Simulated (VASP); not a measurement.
# Zn2C in VASP: further runs

The runs below take Zn2C through single point, with PBE.

All numbers are computed with VASP 6.6.1; they aren't measurements. Logs are shortened: lines on timing, memory, paths and dates and some standing lists are left out, and cuts for length are marked.

### 1 The cell of the first run

The cell holds a sheet with vacuum, 3 atoms: a = 2.535 Å, b = 2.535 Å, c = 31.182 Å, α = 90.00°, β = 90.00°, γ = 120.00°.

The cell was generated, and may not be a known phase.

### 2 Single point, PBE

File INCAR:

```
ALGO = Normal ; DIPOL = 0.5 0.5 0.273
EDIFF = 1E-6 ; ENCUT = 520
GGA = PE ; IDIPOL = 3
ISIF = 2 ; ISMEAR = 0
LASPH = True ; LCHARG = False
LDIPOL = True ; LREAL = False
LWAVE = False ; NBANDS = 21
NELM = 80 ; PREC = Accurate
SIGMA = 0.1
```

File KPOINTS:

```
k-points
0
Gamma
  6 6 1
```

File POSCAR:

```
Zn2C
1.0
    2.5353825424      0.0000000000      0.0000000000
   -1.2676912712      2.1957056900      0.0000000000
    0.0000000000      0.0000000000     31.1820664673
Zn C
2 1
Direct
    1.0000000000      1.0000000000      0.3411363898
    0.0000000000      0.0000000000      0.2040487736
    0.0000000000      0.0000000000      0.2725925817
```

Potentials or basis: VASP PAW PBE potentials, release 64 (Zn, C).

Launch:

```console
cat potpaw_PBE.64/Zn/POTCAR potpaw_PBE.64/C/POTCAR > POTCAR
mpirun -np 1 vasp_std > vasp.out
```

OUTCAR:

```text
EDIFF = 1E-6
   ENCUT = 520
   GGA = PE
   ISIF = 2
   ISMEAR = 0
   LASPH = True
   LREAL = False
   NELM = 80
   PREC = Accurate

 ion  position               nearest neighbor table
   1  0.000  0.000  0.341-   3 2.14
   2  0.000  0.000  0.204-   3 2.14
   3  0.000  0.000  0.273-   1 2.14   2 2.14

  LATTYP: Found a hexagonal cell.
 ALAT       =     2.5353825424
 C/A-ratio  =    12.2987619998

  Lattice vectors:

 A1 = (   2.5353825424,   0.0000000000,   0.0000000000)
 A2 = (  -1.2676912712,   2.1957056900,   0.0000000000)
 A3 = (   0.0000000000,   0.0000000000,  31.1820664673)

Analysis of symmetry for initial positions (statically):
=====================================================================
 Subroutine PRICEL returns:
 Original cell was already a primitive cell.

 Routine SETGRP: Setting up the symmetry group for a
 hexagonal supercell.

 Subroutine GETGRP returns: Found 24 space group operations
 (whereof 12 operations were pure point group operations)
 out of a pool of 24 trial point group operations.

The static configuration has the point symmetry C_6v.
 The point group associated with its full space group is D_6h.

Analysis of symmetry for dynamics (positions and initial velocities):
=====================================================================
 Subroutine PRICEL returns:
 Original cell was already a primitive cell.

 Routine SETGRP: Setting up the symmetry group for a
 hexagonal supercell.

 Subroutine GETGRP returns: Found 24 space group operations
 (whereof 12 operations were pure point group operations)
 out of a pool of 24 trial point group operations.

The dynamic configuration has the point symmetry C_6v.
 The point group associated with its full space group is D_6h.

 Subroutine INISYM returns: Found 24 space group operations
 (whereof 12 operations are pure point group operations),
 and found     1 'primitive' translations

----------------------------------------------------------------------------------------

                                     Primitive cell

  volume of cell :     173.5891

  direct lattice vectors                    reciprocal lattice vectors
     2.535382542  0.000000000  0.000000000     0.394417798  0.227717222  0.000000000
    -1.267691271  2.195705690  0.000000000     0.000000000  0.455434444  0.000000000
     0.000000000  0.000000000 31.182066467     0.000000000  0.000000000  0.032069715

  length of vectors
     2.535382542  2.535382542 31.182066467     0.455434444  0.455434444  0.032069715
[... 70 lines left out ...]
   NFREE  =      0    steps in history (QN), initial steepest desc. (CG)
   ISIF   =      2    stress and relaxation
   ISYM   =      2    0-nonsym 1-usesym 2-fastsym
   POTIM  = 0.5000    time-step for ionic-motion
   TEBEG  =    0.0;   TEEND  =   0.0 temperature during run
   PSTRESS=    0.0 pullay stress
   NELECT =      28.0000    total number of electrons
   NUPDOWN=      -1.0000    fix difference up-down
   EMIN   =  10.00;   EMAX   =-10.00  energy-range for DOS
   EFERMI =   0.00;   METHOD = LEGACY
   ISMEAR =     0;   SIGMA  =   0.10  broadening in eV -4-tet -1-fermi 0-gaus
   EFERMI_NEDOS =   21; number of points for ismear=-14 and -15
   IALGO  =     38    algorithm
   IMIX   =      4    mixing-type and parameters
     AMIX     =   0.40;   BMIX     =  1.00
     AMIX_MAG =   1.60;   BMIX_MAG =  1.00
  volume/ion in A,a.u.               =      57.86       390.48
  Fermi-wavevector in a.u.,A,eV,Ry     =   0.891155  1.684039 10.805170  0.794158
  Thomas-Fermi vector in A             =   2.012939
   LORBIT       =      0    0 simple, 1 ext, 2 COOP (PROOUT), +10 PAW based schemes
   GGA     = PE    functional components
   LHFCALC =     F    Hartree Fock is set to
   AEXX    =    0.0000 exact exchange contribution
   IVDW    =     0    specifies the selected vdW correction
   LEPSILON=     F    determine dielectric tensor
   LRPA    =     F    only Hartree local field effects (RPA)
 non-spin polarized calculation
 Gauss-broadening in eV      SIGMA  =   0.10
  energy-cutoff  :      520.00
  volume of cell :      173.59
 maximum number of plane-waves:      4735
 NGX is ok and might be reduce to    20
   NGX =  9   NGY =  9   NGZ =115

 number of electron      28.0000008 magnetization

 dipolmoment           0.000000      0.000000      0.000003 electrons x Angstroem

 Free energy of the ion-electron system (eV)
  ---------------------------------------------------
  ext. energy  EPLUGINS =         0.00000000
  ---------------------------------------------------
  free energy    TOTEN  =        -6.56935719 eV

  energy without entropy =       -6.54375556  energy(sigma->0) =       -6.55655638

 E-fermi :  -2.9704     XC(G=0):  -3.1066

 val. band max:       -2.9963873409   @ k =   0.3333   0.1667   0.0000
 cond. band min:      -2.6181956547   @ k =   0.1667   0.1667   0.0000
 fundamental gap:      0.3781916862
 Fermi energy:        -2.9704459196

 k-point     1 :       0.0000    0.0000    0.0000
  band No.  band energies     occupation
      1     -15.8969      2.00000
      2     -11.8313      2.00000
      3     -11.3855      2.00000
      4     -10.3672      2.00000
      5     -10.1152      2.00000
      6     -10.1152      2.00000
[... 157 lines left out ...]
     20       2.9897      0.00000
     21       8.4510      0.00000

------------------------ aborting loop because EDIFF is reached ----------------------------------------

 vacuum level on the upper side and lower side of the slab       (xc-potential included)        -0.007        -0.007

  FORCE on cell =-STRESS in cart. coord.  units (eV):
  Direction    XX          YY          ZZ          XY          YZ          ZX
  --------------------------------------------------------------------------------------
  -------------------------------------------------------------------------------------
  Total        0.0835620      0.0835620      0.0644630      0.0000000      0.0000000      0.0000000
  in kB        0.7712533      0.7712533      0.5949752      0.0000000      0.0000000      0.0000000
  external PRESSURE =       0.7124939 kB  Pullay stress =       0.0000000 kB

 VOLUME and BASIS-vectors are now :
 -----------------------------------------------------------------------------
  energy-cutoff  :      520.00
  volume of cell :      173.59
      direct lattice vectors                 reciprocal lattice vectors
     2.535382542  0.000000000  0.000000000     0.394417798  0.227717222  0.000000000
    -1.267691271  2.195705690  0.000000000     0.000000000  0.455434444  0.000000000
     0.000000000  0.000000000 31.182066467     0.000000000  0.000000000  0.032069715

 POSITION                                       TOTAL-FORCE (eV/Angst)
 -----------------------------------------------------------------------------------
      0.00000      0.00000     10.63734         0.000000      0.000000      0.015358
      0.00000      0.00000      6.36266        -0.000000     -0.000000     -0.015358
      0.00000      0.00000      8.50000         0.000000     -0.000000      0.000000
 -----------------------------------------------------------------------------------
    total drift:                               -0.000000     -0.000000      0.000716

  FREE ENERGIE OF THE ION-ELECTRON SYSTEM (eV)
  ---------------------------------------------------
  free  energy   TOTEN  =        -6.5693571942 eV

  energy  without entropy=       -6.5437555624  energy(sigma->0) =       -6.55655638

 vacuum level on the upper side and lower side of the slab         1.716         1.716
```

stdout:

```text
POSCAR found type information on POSCAR ZnC
 POSCAR found :  2 types and       3 ions
 scaLAPACK will be used
 LDA part: xc-table for (Slater+PW92), standard interpolation
 POSCAR, INCAR and KPOINTS ok, starting setup
 FFT: planning ... GRIDC
 FFT: planning ... GRID_SOFT
 FFT: planning ... GRID
 WAVECAR not read
 entering main loop
```

It took 44 s on 1 thread of Intel Xeon Platinum 8259CL at 2.50GHz (Skylake/Cascade Lake), shared host; peak memory 0.28 GiB.

Results:

```
Free energy            : -6.5694 eV
Largest force          : 0.015 eV/Å
Band gap on the k mesh : zero (bands 14 and 15 overlap by 0.01 eV)
```

Forces in eV/Å, atoms in the order of the input:
```
Zn   0.000  0.000  0.015
Zn   0.000  0.000 -0.015
C    0.000  0.000  0.000
```

Levels at points of the mesh, in eV from the Fermi level:
| k point | band 10 | band 11 | band 12 | band 13 | band 14 | band 15 | band 16 | band 17 | band 18 | band 19 |
| --- | --- | --- | --- | --- | --- | --- | --- | --- | --- | --- |
| (0.00, 0.00, 0.00) | -6.46 | -6.45 | -6.45 | -5.27 | -2.60 | 2.01 | 3.88 | 4.48 | 4.59 | 4.91 |
| (0.50, 0.00, 0.00) | -6.18 | -5.84 | -4.18 | -1.37 | -0.50 | 0.69 | 2.68 | 2.88 | 3.72 | 9.14 |

Caveat: the k points lie up to 0.48 Å⁻¹ apart.

### 3 Single point, PBE

This run uses another cell than the first one.

File INCAR:

```
PREC = Accurate
ENCUT = 520
EDIFF = 1E-6
ISMEAR = 0
SIGMA = 0.1
LREAL = False
LASPH = True
NELM = 80
ALGO = Normal
ISIF = 2
LWAVE = False
LCHARG = False
LDIPOL = True
IDIPOL = 3
DIPOL = 0.5 0.5 0.500
GGA = PE
NBANDS = 21
```

File KPOINTS:

```
regular mesh
0
Gamma
  6 6 1
```

File POSCAR:

```
Zn2C
1.0
    4.4011840000      0.0000000000      0.0000000000
   -2.2005920000      3.8115370000      0.0000000000
    0.0000000000      0.0000000000     17.0000000000
Zn C
2 1
Direct
    0.0000000000      0.0000000000      0.5687904000
    0.0000000000      0.0000000000      0.4312096000
    0.0000000000      0.0000000000      0.5000000000
```

Potentials or basis: VASP PAW PBE potentials, release 64 (Zn, C).

Launch:

```console
cat potpaw_PBE.64/Zn/POTCAR potpaw_PBE.64/C/POTCAR > POTCAR
mpirun -np 1 vasp_std > vasp.out
```

Wall time 68 s (1 thread of Intel Xeon Platinum 8259CL at 2.50GHz (Skylake/Cascade Lake), shared host); peak memory 0.4 GiB.

Results (log left out):

```yaml
Free_energy: 23.6139 eV
Largest_force: 69.908 eV/Å
Band_gap_on_the_k_mesh: zero (filled and empty bands touch)
```

Forces on the atoms (eV/Å):
```
Zn    0.000   0.000  69.908
Zn    0.000   0.000 -69.908
C     0.000   0.000   0.000
```

Levels at points of the mesh, in eV from the Fermi level:
| k point | band 11 | band 12 | band 13 | band 14 | band 15 | band 16 | band 17 | band 18 |
| --- | --- | --- | --- | --- | --- | --- | --- | --- |
| (0.00, 0.00, 0.00) | -7.22 | -2.78 | -0.12 | -0.04 | -0.04 | 2.27 | 3.38 | 4.37 |
| (0.50, 0.00, 0.00) | -6.89 | -2.03 | -1.25 | -0.28 | 1.08 | 2.89 | 3.47 | 4.71 |

Caveat: atoms lie so close that the PAW spheres overlap strongly, which falsifies energies and pressures.

### 4 Single point, PBE

This run uses another cell than the first one.

File INCAR:

```
SYSTEM = Zn2C
PREC = Accurate ; ENCUT = 520
EDIFF = 1E-6 ; ISMEAR = 0
SIGMA = 0.1 ; LREAL = .FALSE.
LASPH = .TRUE. ; NELM = 80
ALGO = Normal ; ISIF = 2
LWAVE = .FALSE. ; LCHARG = .FALSE.
LDIPOL = .TRUE. ; IDIPOL = 3
DIPOL = 0.5 0.5 0.500 ; GGA = PE
NBANDS = 21
```

File KPOINTS:

```
regular mesh
0
G
  6 6 1
  0 0 0
```

POSCAR is that of step 3.

Potentials or basis: VASP PAW PBE potentials, release 64 (Zn, C).

Launch:

```console
cat potpaw_PBE.64/Zn/POTCAR potpaw_PBE.64/C/POTCAR > POTCAR
mpirun -np 1 vasp_std > vasp.out
```

OUTCAR:

```text
SYSTEM = Zn2C
   PREC = Accurate
   ENCUT = 520
   EDIFF = 1E-6
   ISMEAR = 0
   LREAL = .FALSE.
   LASPH = .TRUE.
   NELM = 80
   ISIF = 2
   GGA = PE

 ion  position               nearest neighbor table
   1  0.000  0.000  0.569-   3 1.17   2 2.34
   2  0.000  0.000  0.431-   3 1.17   1 2.34
   3  0.000  0.000  0.500-   1 1.17   2 1.17

 -----------------------------------------------------------------------------
|                                                                             |
|           W    W    AA    RRRRR   N    N  II  N    N   GGGG   !!!           |
|           W    W   A  A   R    R  NN   N  II  NN   N  G    G  !!!           |
|           W    W  A    A  R    R  N N  N  II  N N  N  G       !!!           |
|           W WW W  AAAAAA  RRRRR   N  N N  II  N  N N  G  GGG   !            |
[... 363 lines left out ...]
  Total       -0.2017651     -0.2017650    163.4612282     -0.0000000     -0.0000000      0.0000000
  in kB       -1.1335429     -1.1335428    918.3468768     -0.0000000     -0.0000000      0.0000000
  external PRESSURE =     305.3599304 kB  Pullay stress =       0.0000000 kB

 VOLUME and BASIS-vectors are now :
 -----------------------------------------------------------------------------
  energy-cutoff  :      520.00
  volume of cell :      285.18
      direct lattice vectors                 reciprocal lattice vectors
     4.401184000  0.000000000  0.000000000     0.227211587  0.131180676  0.000000000
    -2.200592000  3.811537000  0.000000000     0.000000000  0.262361352  0.000000000
     0.000000000  0.000000000 17.000000000     0.000000000  0.000000000  0.058823529

 POSITION                                       TOTAL-FORCE (eV/Angst)
 -----------------------------------------------------------------------------------
      0.00000      0.00000      9.66944        -0.000000     -0.000000     69.907861
      0.00000      0.00000      7.33056        -0.000000      0.000000    -69.907861
      0.00000      0.00000      8.50000         0.000000      0.000000      0.000000
 -----------------------------------------------------------------------------------
    total drift:                                0.000000     -0.000000      0.000000

  FREE ENERGIE OF THE ION-ELECTRON SYSTEM (eV)
  ---------------------------------------------------
  free  energy   TOTEN  =        23.6139289212 eV

  energy  without entropy=       23.6200987465  energy(sigma->0) =       23.61701383

 vacuum level on the upper side and lower side of the slab         0.477         0.477
```

stdout:

```text
POSCAR found type information on POSCAR ZnC
 POSCAR found :  2 types and       3 ions
 scaLAPACK will be used
 LDA part: xc-table for (Slater+PW92), standard interpolation
 -----------------------------------------------------------------------------
|                                                                             |
|           W    W    AA    RRRRR   N    N  II  N    N   GGGG   !!!           |
|           W    W   A  A   R    R  NN   N  II  NN   N  G    G  !!!           |
|           W    W  A    A  R    R  N N  N  II  N N  N  G       !!!           |
|           W WW W  AAAAAA  RRRRR   N  N N  II  N  N N  G  GGG   !            |
|           WW  WW  A    A  R   R   N   NN  II  N   NN  G    G                |
|           W    W  A    A  R    R  N    N  II  N    N   GGGG   !!!           |
|                                                                             |
|     The distance between some ions is very small. Please check the          |
|     nearest-neighbor list in the OUTCAR file.                               |
|     I HOPE YOU KNOW WHAT YOU ARE DOING!                                     |
|                                                                             |
 -----------------------------------------------------------------------------

 POSCAR, INCAR and KPOINTS ok, starting setup
 FFT: planning ... GRIDC
 FFT: planning ... GRID_SOFT
 FFT: planning ... GRID
 WAVECAR not read
 entering main loop
```

Run time: 68 s. Hardware: 1 thread of Intel Xeon Platinum 8259CL at 2.50GHz (Skylake/Cascade Lake), shared host; peak memory 0.4 GiB.

What came out:

```yaml
Free_energy: 23.6139 eV
Largest_force: 69.908 eV/Å
Band_gap_on_the_k_mesh: zero (filled and empty bands touch)
```

Forces in eV/Å, atoms in the order of the input:
```
Zn    0.000   0.000  69.908
Zn    0.000   0.000 -69.908
C     0.000   0.000   0.000
```

Caveat: atoms lie so close that the PAW spheres overlap strongly, which falsifies energies and pressures.

### 5 Single point, PBE

This run uses another cell than the first one.

File INCAR:

```
SYSTEM = Zn2C
PREC = Accurate
ENCUT = 520
EDIFF = 1E-6
ISMEAR = 0
SIGMA = 0.1
LREAL = .FALSE.
LASPH = .TRUE.
NELM = 100
ALGO = Normal
ISIF = 2
LWAVE = .FALSE.
LCHARG = .TRUE.
LDIPOL = .TRUE.
IDIPOL = 3
DIPOL = 0.5 0.5 0.298
GGA = PE
LELF = .TRUE.
LVHAR = .TRUE.
LVACPOTAV = .TRUE.
NBANDS = 21
```

File KPOINTS:

```
Automatic mesh
0
G
  6 6 1
  0 0 0
```

File POSCAR:

```
Zn2C
1.0
    3.6607648038      0.0000000000      0.0000000000
   -1.8303824019      3.1703153174      0.0000000000
    0.0000000000      0.0000000000     28.4777472000
Zn C
2 1
Direct
    1.0000000000      1.0000000000      0.3632842354
    0.0000000000      0.0000000000      0.2336730970
    0.0000000000      0.0000000000      0.2984786662
```

Launch:

```console
cat potpaw_PBE.64/Zn/POTCAR potpaw_PBE.64/C/POTCAR > POTCAR
mpirun -np 1 vasp_std > vasp.out
```

Wall time 65 s (1 thread of Intel Xeon Platinum 8259CL at 2.50GHz (Skylake/Cascade Lake), shared host); peak memory 0.41 GiB.

It converged, with:

* Free energy: -4.1460 eV
* Largest force: 0.970 eV/Å
* Band gap on the k mesh: 0.08 eV (least direct gap 0.20 eV)

Forces in eV/Å, atoms in the order of the input:
```
Zn   0.000  0.000  0.970
Zn   0.000  0.000 -0.970
C    0.000  0.000  0.000
```

Levels at points of the mesh, in eV from the valence-band top:
| k point | band 10 | band 11 | band 12 | band 13 | band 14 | band 15 | band 16 | band 17 | band 18 | band 19 |
| --- | --- | --- | --- | --- | --- | --- | --- | --- | --- | --- |
| (0.00, 0.00, 0.00) | -7.10 | -6.88 | -5.17 | -2.53 | -0.47 | 0.70 | 0.70 | 3.56 | 4.00 | 4.26 |
| (0.50, 0.00, 0.00) | -7.01 | -6.37 | -3.45 | -2.02 | 0.00 | 0.20 | 0.94 | 1.37 | 2.68 | 6.45 |

Caveat: the smearing spreads over this small gap.

### 6 Single point, PBE, collinear spin

This run uses another cell than the first one.

File INCAR:

```
  PREC = Accurate
  ENCUT = 520
  EDIFF = 1E-6
  ISMEAR = 0
  SIGMA = 0.1
  LREAL = F
  LASPH = T
  NELM = 150
  ALGO = Normal
  ISIF = 2
  LWAVE = F
  LCHARG = F
  ISPIN = 2
  MAGMOM = 0 0 1
  LORBIT = 11
  LDIPOL = T
  IDIPOL = 3
  DIPOL = 0.5 0.5 0.500
  GGA = PE
  NBANDS = 25
```

File KPOINTS:

```
Automatic mesh
0
Gamma
  6 6 1
```

File POSCAR:

```
Zn2C
1.0
    4.4011840000      0.0000000000      0.0000000000
   -2.2005920000      3.8115370000      0.0000000000
    0.0000000000      0.0000000000     17.0000000000
Zn C
2 1
Direct
    0.0000000000      0.0000000000      0.5687904000
    0.0000000000      0.0000000000      0.4312096000
    0.0000000000      0.0000000000      0.5000000000
```

Potentials or basis: VASP PAW PBE potentials, release 64 (Zn, C).

Launch:

```console
cat potpaw_PBE.64/Zn/POTCAR potpaw_PBE.64/C/POTCAR > POTCAR
mpirun -np 1 vasp_std > vasp.out
```

It took 3.1 min on 1 thread of Intel Xeon Platinum 8259CL at 2.50GHz (Skylake/Cascade Lake), shared host; peak memory 0.53 GiB.

It converged, with:

| Quantity | Value |
| --- | --- |
| Free energy | 23.6139 eV |
| Largest force | 69.908 eV/Å |
| Band gap on the k mesh | zero (filled and empty bands touch) |
| Net moment | 0.00 μB per cell |
| Valence electrons inside the program's atomic spheres | Zn 11.95; C 3.20 |

Forces on the atoms (eV/Å):
```
Zn    0.000   0.000  69.908
Zn    0.000   0.000 -69.908
C     0.000   0.000   0.000
```

Levels at points of the mesh, in eV from the Fermi level:
Spin up:
| k point | band 11 | band 12 | band 13 | band 14 | band 15 | band 16 | band 17 | band 18 |
| --- | --- | --- | --- | --- | --- | --- | --- | --- |
| (0.00, 0.00, 0.00) | -7.22 | -2.78 | -0.12 | -0.04 | -0.04 | 2.27 | 3.44 | 4.38 |
| (0.50, 0.00, 0.00) | -6.89 | -2.03 | -1.25 | -0.28 | 1.08 | 2.89 | 3.47 | 4.72 |
Spin down:
```csv
k point,band 11,band 12,band 13,band 14,band 15,band 16,band 17,band 18
"(0.00, 0.00, 0.00)",-7.22,-2.78,-0.12,-0.04,-0.04,2.27,3.37,4.36
"(0.50, 0.00, 0.00)",-6.89,-2.03,-1.25,-0.28,1.08,2.89,3.47,4.71
```

Caveat: atoms lie so close that the PAW spheres overlap strongly, which falsifies energies and pressures.

### 7 Summary

```csv
spin,cell,gap on the mesh (eV),largest force (eV/Å)
off,"a = 2.535, b = 2.535, c = 31.182 Å, angles 90.0, 90.0, 120.0°, 3 atoms, atomic positions A",none,0.02
off,"a = 4.401, b = 4.401, c = 17.000 Å, angles 90.0, 90.0, 120.0°, 3 atoms, atomic positions B",none,69.91
off,"a = 3.661, b = 3.661, c = 28.478 Å, angles 90.0, 90.0, 120.0°, 3 atoms, atomic positions C",0.08,0.97
collinear,"a = 4.401, b = 4.401, c = 17.000 Å, angles 90.0, 90.0, 120.0°, 3 atoms, atomic positions B",none,69.91
```

Alike in all rows: task single point; level PBE; potentials or basis VASP PAW PBE potentials, release 64 (Zn, C); k mesh 6 × 6 × 1; cutoff (eV) 520; smearing gaussian 0.1 eV.

Caveats: some runs use coarse meshes; atoms lie so close that the PAW spheres overlap strongly, which falsifies energies and pressures (at least some runs); the smearing spreads over this small gap (at least some runs).

Absolute energies hang on the potentials; compare differences alone.

The gap in the log of VASP goes by the Fermi energy; the results here count the filled bands.